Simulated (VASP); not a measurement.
Input of a VASP 6.6.1 run:

Contents of INCAR:

```
SYSTEM = Cs3SI
PREC     = Accurate       ! precision mode
ENCUT    = 520            ! plane-wave cutoff, eV
EDIFF    = 1E-7           ! SCF threshold, eV
ISMEAR   = 0              ! smearing method
SIGMA    = 0.02           ! smearing width, eV
LREAL    = .False.        ! projectors in reciprocal space
LASPH    = .True.         ! aspherical terms in the spheres
NELM     = 60             ! most SCF steps
ALGO     = Normal         ! electronic algorithm
ISIF     = 2              ! what is computed and relaxed
LWAVE    = .False.        ! write WAVECAR
LCHARG   = .True.         ! write CHGCAR
GGA      = PE             ! functional
LELF     = .True.         ! ELF
LVHAR    = .True.       
NBANDS   = 28             ! bands
```

KPOINTS

```
Automatic mesh
0
Gamma
  4 4 4
  0 0 0
```

File POSCAR:

```
Cs3SI
1.0
    6.6199384255      0.0000000000      0.0000000000
    0.0000000000      6.6199384255      0.0000000000
    0.0000000000      0.0000000000      6.6199384255
Cs S I
3 1 1
Direct
    0.5000000000      0.0000000000      0.0000000000
    0.0000000000      0.5000000000      0.0000000000
    0.0000000000      0.0000000000      0.5000000000
    0.0000000000      0.0000000000      0.0000000000
    0.5000000000      0.5000000000      0.5000000000
```

Potentials or basis: VASP PAW PBE potentials, release 64 (Cs_sv, S, I).

The run is started by

```bash
$ cat potpaw_PBE.64/Cs_sv/POTCAR potpaw_PBE.64/S/POTCAR potpaw_PBE.64/I/POTCAR > POTCAR
$ mpirun -np 1 vasp_std > vasp.out
```

Q: What does it give for the band gap on the k mesh?

A: 1.05 eV.

Q: Estimate the pressure.

A: 0.3 GPa.

Caveat: spin-orbit coupling is left out, which moves the levels of the heavy elements. A k mesh can miss the band edges.
